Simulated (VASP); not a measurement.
# Rh in VASP: notebook

The runs below take Rh through single point, with r2SCAN.

Everything below comes from runs of VASP 6.6.1. Logs are shortened: lines on timing, memory, paths and dates and some standing lists are left out, and cuts for length are marked.

## Step 1: The cell of the first run

Symmetry: Fm-3m, No. 225, cubic system. Conventional cell: a = 3.746 Å, b = 3.746 Å, c = 3.746 Å, α = 90.00°, β = 90.00°, γ = 90.00°. Rh (site symmetry m-3m) has 12 Rh at 2.65 Å within 3.5 Å.

## Step 2: Single point, r2SCAN (strain -0.015 along x and y, -0.015 along z)

POSCAR reads:

```
Rh
1.0
    0.0000000000      1.8730267500      1.8730267500
    1.8730267500      0.0000000000      1.8730267500
    1.8730267500      1.8730267500      0.0000000000
Rh
1
Direct
    0.0000000000      0.0000000000      0.0000000000
```

INCAR.step1 reads:

```
PREC     = Accurate       # precision mode
ENCUT    = 680            # plane-wave cutoff, eV
ISMEAR   = 0              # smearing method
SIGMA    = 0.15           # smearing width, eV
LREAL    = False          # projectors in reciprocal space
LASPH    = True           # aspherical terms in the spheres
NELM     = 120            # most SCF steps
NBANDS   = 14             # bands
GGA      = PE             # functional
ALGO     = Normal         # electronic algorithm
EDIFF    = 1E-5           # SCF threshold, eV
LWAVE    = True           # write WAVECAR
LCHARG   = False          # write CHGCAR
GGA_COMPAT= False
```

INCAR.step2 reads:

```
PREC     = Accurate       # precision mode
ENCUT    = 680            # plane-wave cutoff, eV
EDIFF    = 1E-6           # SCF threshold, eV
ISMEAR   = 0              # smearing method
SIGMA    = 0.15           # smearing width, eV
LREAL    = False          # projectors in reciprocal space
LASPH    = True           # aspherical terms in the spheres
NELM     = 120            # most SCF steps
ALGO     = Normal         # electronic algorithm
ISIF     = 2              # what is computed and relaxed
LWAVE    = False          # write WAVECAR
LCHARG   = True           # write CHGCAR
METAGGA  = R2SCAN         # meta-GGA
LMIXTAU  = True         
LELF     = True           # ELF
LVHAR    = True         
NBANDS   = 14             # bands
ISTART   = 1            
GGA_COMPAT= False
```

KPOINTS reads:

```
regular mesh
0
Gamma
  8 8 8
```

Potentials or basis: VASP PAW PBE potentials, release 64 (Rh_sv_GW).

On the command line:

```sh
> cat potpaw_PBE.64/Rh_sv_GW/POTCAR > POTCAR
> cp INCAR.step1 INCAR
> mpirun -np 1 vasp_std > vasp.out
> cp INCAR.step2 INCAR
> mpirun -np 1 vasp_std > vasp.out
```

OUTCAR:

```text
PREC = Accurate
   ENCUT = 680
   EDIFF = 1E-6
   ISMEAR = 0
   LREAL = False
   LASPH = True
   NELM = 120
   ISIF = 2
   METAGGA = R2SCAN
   ISTART = 1

 ion  position               nearest neighbor table
   1  0.000  0.000  0.000-

  LATTYP: Found a face centered cubic cell.
 ALAT       =     3.7460535000

  Lattice vectors:

 A1 = (   0.0000000000,   1.8730267500,   1.8730267500)
 A2 = (   1.8730267500,   0.0000000000,   1.8730267500)
 A3 = (   1.8730267500,   1.8730267500,   0.0000000000)

Analysis of symmetry for initial positions (statically):
=====================================================================
 Subroutine PRICEL returns:
 Original cell was already a primitive cell.

 Routine SETGRP: Setting up the symmetry group for a
 face centered cubic supercell.

 Subroutine GETGRP returns: Found 48 space group operations
 (whereof 48 operations were pure point group operations)
 out of a pool of 48 trial point group operations.

The static configuration has the point symmetry O_h .

Analysis of symmetry for dynamics (positions and initial velocities):
=====================================================================
 Subroutine PRICEL returns:
 Original cell was already a primitive cell.

 Routine SETGRP: Setting up the symmetry group for a
 face centered cubic supercell.

 Subroutine GETGRP returns: Found 48 space group operations
 (whereof 48 operations were pure point group operations)
 out of a pool of 48 trial point group operations.

The dynamic configuration has the point symmetry O_h .

 Subroutine INISYM returns: Found 48 space group operations
 (whereof 48 operations are pure point group operations),
 and found     1 'primitive' translations

----------------------------------------------------------------------------------------

                                     Primitive cell

  volume of cell :      13.1420

  direct lattice vectors                    reciprocal lattice vectors
     0.000000000  1.873026750  1.873026750    -0.266947602  0.266947602  0.266947602
     1.873026750  0.000000000  1.873026750     0.266947602 -0.266947602  0.266947602
     1.873026750  1.873026750  0.000000000     0.266947602  0.266947602 -0.266947602

  length of vectors
     2.648859833  2.648859833  2.648859833     0.462366810  0.462366810  0.462366810

  position of ions in fractional coordinates (direct lattice)
     0.000000000  0.000000000  0.000000000

[... 70 lines left out ...]
   LNONCOLLINEAR =      F non collinear calculations
   LSORBIT =      F    spin-orbit coupling
   LASPH  =      T    aspherical Exc in radial PAW
   ENCUT  =  680.0 eV  49.98 Ry    7.07 a.u.   5.63  5.63  5.63*2*pi/ulx,y,z
   NELM   =    120;   NELMIN=  2; NELMDL=  0     # of ELM steps
   EDIFF  = 0.1E-05   stopping-criterion for ELM
   LREAL  =      F    real-space projection
[... 7 lines left out ...]
   TEBEG  =    0.0;   TEEND  =   0.0 temperature during run
   PSTRESS=    0.0 pullay stress
   NELECT =      17.0000    total number of electrons
   NUPDOWN=      -1.0000    fix difference up-down
   EMIN   =  10.00;   EMAX   =-10.00  energy-range for DOS
   EFERMI =   0.00;   METHOD = LEGACY
   ISMEAR =     0;   SIGMA  =   0.15  broadening in eV -4-tet -1-fermi 0-gaus
   EFERMI_NEDOS =   21; number of points for ismear=-14 and -15
   IALGO  =     38    algorithm
   IMIX   =      4    mixing-type and parameters
     AMIX     =   0.40;   BMIX     =  1.00
     AMIX_MAG =   1.60;   BMIX_MAG =  1.00
  volume/ion in A,a.u.               =      13.14        88.69
  Fermi-wavevector in a.u.,A,eV,Ry     =   1.783763  3.370823 43.291161  3.181811
  Thomas-Fermi vector in A             =   2.847885
   LORBIT       =      0    0 simple, 1 ext, 2 COOP (PROOUT), +10 PAW based schemes
   METAGGA = R2SCAN    functional components
   LHFCALC =     F    Hartree Fock is set to
   AEXX    =    0.0000 exact exchange contribution
   IVDW    =     0    specifies the selected vdW correction
   LEPSILON=     F    determine dielectric tensor
   LRPA    =     F    only Hartree local field effects (RPA)
 non-spin polarized calculation
 Gauss-broadening in eV      SIGMA  =   0.15
  energy-cutoff  :      680.00
  volume of cell :       13.14
 maximum number of plane-waves:       544
 NGX is ok and might be reduce to    24
   NGX = 11   NGY = 11   NGZ = 11

 number of electron      17.0000003 magnetization

 Free energy of the ion-electron system (eV)
  ---------------------------------------------------
  ext. energy  EPLUGINS =         0.00000000
  ---------------------------------------------------
  free energy    TOTEN  =       -23.24057145 eV

  energy without entropy =      -23.22255876  energy(sigma->0) =      -23.23156510

 E-fermi :  11.5302     XC(G=0): -15.6027

 val. band max:       11.5053010799   @ k =  -0.3750   0.2500   0.0000
 cond. band min:      11.5865212509   @ k =   0.3750   0.0000   0.0000
 fundamental gap:      0.0812201710
 Fermi energy:        11.5302322676

 k-point     1 :       0.0000    0.0000    0.0000
  band No.  band energies     occupation
      1     -69.7995      2.00000
      2     -36.3640      2.00000
      3     -36.3640      2.00000
      4     -36.3640      2.00000
      5       2.9989      2.00000
      6       8.1107      2.00000
      7       8.1107      2.00000
      8       8.1107      2.00000
      9      10.3625      2.00000
     10      10.3625      2.00000
     11      27.8764      0.00000
     12      33.7839      0.00000
     13      33.7839      0.00000
     14      33.7839      0.00000
[... 377 lines left out ...]
      1     -69.6255      2.00000
      2     -37.1517      2.00000
      3     -36.7281      2.00000
      4     -36.5649      2.00000
      5       6.0039      2.00000
      6       6.8839      2.00000
      7       8.5944      2.00000
      8       9.2490      2.00000
      9      11.9380      0.00012
     10      17.4483      0.00000
     11      20.8255      0.00000
     12      28.5280      0.00000
     13      29.5742      0.00000
     14      33.7905      0.00000

 [... further k-points ...]
[... 5 lines left out ...]
  --------------------------------------------------------------------------------------
  -------------------------------------------------------------------------------------
  Total        1.1870116      1.1870116      1.1870116      0.0000000      0.0000000      0.0000000
  in kB      144.7116831    144.7116831    144.7116831      0.0000000      0.0000000      0.0000000
  external PRESSURE =     144.7116831 kB  Pullay stress =       0.0000000 kB

 VOLUME and BASIS-vectors are now :
 -----------------------------------------------------------------------------
  energy-cutoff  :      680.00
  volume of cell :       13.14
      direct lattice vectors                 reciprocal lattice vectors
     0.000000000  1.873026750  1.873026750    -0.266947602  0.266947602  0.266947602
     1.873026750  0.000000000  1.873026750     0.266947602 -0.266947602  0.266947602
     1.873026750  1.873026750  0.000000000     0.266947602  0.266947602 -0.266947602

 POSITION                                       TOTAL-FORCE (eV/Angst)
 -----------------------------------------------------------------------------------
      0.00000      0.00000      0.00000         0.000000      0.000000     -0.000000
 -----------------------------------------------------------------------------------
    total drift:                               -0.000000     -0.000000     -0.000000

  FREE ENERGIE OF THE ION-ELECTRON SYSTEM (eV)
  ---------------------------------------------------
  free  energy   TOTEN  =       -23.2405714473 eV

  energy  without entropy=      -23.2225587625  energy(sigma->0) =      -23.23156510
```

OUTCAR.step1:

```text
PREC = Accurate
   ENCUT = 680
   ISMEAR = 0
   LREAL = False
   LASPH = True
   NELM = 120
[... 623 lines left out ...]

 POSITION                                       TOTAL-FORCE (eV/Angst)
 -----------------------------------------------------------------------------------
      0.00000      0.00000      0.00000         0.000000      0.000000      0.000000
 -----------------------------------------------------------------------------------
    total drift:                               -0.000000     -0.000000     -0.000000

  FREE ENERGIE OF THE ION-ELECTRON SYSTEM (eV)
  ---------------------------------------------------
  free  energy   TOTEN  =        -6.3314596148 eV

  energy  without entropy=       -6.3108365477  energy(sigma->0) =       -6.32114808
```

OSZICAR.step1:

```text
N       E                     dE             d eps       ncg     rms          rms(c)
DAV:   1     0.301406909531E+03    0.30141E+03   -0.11422E+04   820   0.183E+03
DAV:   2     0.967450574362E+01   -0.29173E+03   -0.26464E+03   818   0.688E+02
DAV:   3    -0.692248255045E+01   -0.16597E+02   -0.15725E+02  1192   0.168E+02
DAV:   4    -0.729205613650E+01   -0.36957E+00   -0.36941E+00   962   0.273E+01
DAV:   5    -0.732046795595E+01   -0.28412E-01   -0.28410E-01  1352   0.712E+00    0.612E+01
DAV:   6    -0.636623916524E+01    0.95423E+00   -0.19885E+00  1272   0.325E+01    0.256E+01
DAV:   7    -0.633486681511E+01    0.31372E-01   -0.62484E-02  1314   0.360E+00    0.860E+00
DAV:   8    -0.633151627083E+01    0.33505E-02   -0.10173E-02  1040   0.273E+00    0.218E-01
DAV:   9    -0.633145846619E+01    0.57805E-04   -0.22819E-04   946   0.240E-01    0.900E-02
DAV:  10    -0.633145961482E+01   -0.11486E-05   -0.27082E-05   910   0.985E-02
   1 F= -.63314596E+01 E0= -.63211481E+01  d E =-.206231E-01
```

Run time: 34 s. Hardware: 1 thread of AMD EPYC 7R13 (Zen 3), shared host; peak memory 0.12 GiB.

What came out:

- Free energy: -23.2406 eV
- Pressure: 14.5 GPa
- Band gap on the k mesh: zero (an odd number of electrons rules out a gap without spin polarisation)

Caveat: the k points lie up to 0.36 Å⁻¹ apart, too coarse for converged energies and pressures of a metal; the cell differs from its parent crystal (strain -0.015 along x and y, -0.015 along z); the PAW data sets were made with another functional, which shifts forces and pressure a little.

## Step 3: Single point, r2SCAN (strain +0.015 along x and y, -0.030 along z)

POSCAR reads:

```
Rh
1.0
    0.0000000000      1.9300732500      1.8445035000
    1.9300732500      0.0000000000      1.8445035000
    1.9300732500      1.9300732500      0.0000000000
Rh
1
Direct
    0.0000000000      0.0000000000      0.0000000000
```

INCAR.step1 reads:

```
  PREC = Accurate
  ENCUT = 680
  ISMEAR = 0
  SIGMA = 0.15
  LREAL = F
  LASPH = T
  NELM = 120
  NBANDS = 14
  GGA = PE
  ALGO = Normal
  EDIFF = 1E-5
  LWAVE = T
  LCHARG = F
  GGA_COMPAT = F
```

INCAR.step2 reads:

```
  PREC = Accurate
  ENCUT = 680
  EDIFF = 1E-6
  ISMEAR = 0
  SIGMA = 0.15
  LREAL = F
  LASPH = T
  NELM = 120
  ALGO = Normal
  ISIF = 2
  LWAVE = F
  LCHARG = T
  METAGGA = R2SCAN
  LMIXTAU = T
  LELF = T
  LVHAR = T
  NBANDS = 14
  ISTART = 1
  GGA_COMPAT = F
```

KPOINTS reads:

```
Automatic mesh
0
Gamma
  8 8 8
```

Potentials or basis: VASP PAW PBE potentials, release 64 (Rh_sv_GW).

On the command line:

```sh
> cat potpaw_PBE.64/Rh_sv_GW/POTCAR > POTCAR
> cp INCAR.step1 INCAR
> mpirun -np 1 vasp_std > vasp.out
> cp INCAR.step2 INCAR
> mpirun -np 1 vasp_std > vasp.out
```

It took 86 s on 1 thread of AMD EPYC 7R43 (Zen 3), shared host; peak memory 0.13 GiB.

It converged, with:

- Free energy: -23.2540 eV
- Pressure: 0.7 GPa
- Band gap on the k mesh: zero (an odd number of electrons rules out a gap without spin polarisation)

Stress tensor (GPa, compression positive):
```
-2.69  0.00  0.00
 0.00 -2.69  0.00
 0.00  0.00  7.56
```

Levels at points of the mesh, in eV from the Fermi level:
| k point | band 6 | band 7 | band 8 | band 9 | band 10 | band 11 |
| --- | --- | --- | --- | --- | --- | --- |
| (0.00, 0.00, 0.00) | -3.33 | -3.33 | -2.85 | -1.39 | -0.82 | 16.45 |
| (0.50, 0.00, 0.00) | -3.56 | -3.03 | 0.44 | 0.71 | 0.88 | 9.09 |
| (0.50, 0.50, 0.00) | -6.22 | 0.48 | 1.06 | 1.06 | 4.15 | 13.37 |
| (0.50, 0.00, 0.50) | -6.16 | 0.48 | 0.81 | 1.22 | 3.12 | 12.43 |

Caveat: the cell differs from its parent crystal (strain +0.015 along x and y, -0.030 along z); the stress differs along the axes, from -3 to 8 GPa; the PAW data sets were made with another functional, which shifts forces and pressure a little.

[end of part 1 of 2]

The gap in the log of VASP goes by the Fermi energy; the results here count the filled bands.